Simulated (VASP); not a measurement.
## Ti: single point with PBE

Crystal: Ti.

```
CELL_PARAMETERS angstrom
0.06226 1.91995 2.04175
1.91995 0.06226 2.04175
1.99517 1.99517 -0.01295
ATOMIC_POSITIONS crystal
Ti 0.00000 0.00000 0.00000
```

This cell differs from its parent crystal: strained.

```
Program             : VASP 6.6.1
Task                : single point
Functional          : PBE
Potentials or basis : VASP PAW PBE potentials, release 64 (Ti_sv)
Cutoff              : 520 eV
k mesh              : 16 × 16 × 16
Occupations         : gaussian, width 0.1 eV
Spin                : no spin polarisation
```

| Quantity | Value |
| --- | --- |
| Pressure | 17.6 GPa |
| Band gap on the k mesh | zero (bands 6 and 7 overlap by 1.33 eV) |

Stress tensor (GPa, compression positive):
```
18.18 -4.75  0.40
-4.75 18.18  0.40
 0.40  0.40 16.53
```

Levels at points of the mesh, in eV from the Fermi level:
```
           k point  band 3  band 4  band 5  band 6  band 7  band 8  band 9  band 10
(0.00, 0.00, 0.00)  -32.17  -32.06   -6.37    0.49    0.75    1.63    2.59     3.28
(0.50, 0.00, 0.00)  -32.35  -32.29   -2.87    0.66    0.81    1.46    3.94     4.50
(0.50, 0.50, 0.00)  -32.54  -32.32   -3.07   -2.01    2.74    4.26    4.50     4.56
(0.00, 0.00, 0.50)  -32.30  -32.15   -2.92    0.27    0.64    1.57    4.11     4.21
(0.50, 0.00, 0.50)  -32.59  -32.48   -3.07   -2.13    4.03    4.08    4.28     4.84
(0.50, 0.50, 0.50)  -32.32  -32.16   -2.91    0.19    0.76    1.60    4.09     4.26
```

It took 3.2 min on 1 thread of AMD EPYC 9R45 96-Core Processor (Zen 5) (shared host), peak memory 0.27 GiB.

Caveat: the cell differs from its parent crystal (strained); the cell stands under pressure.
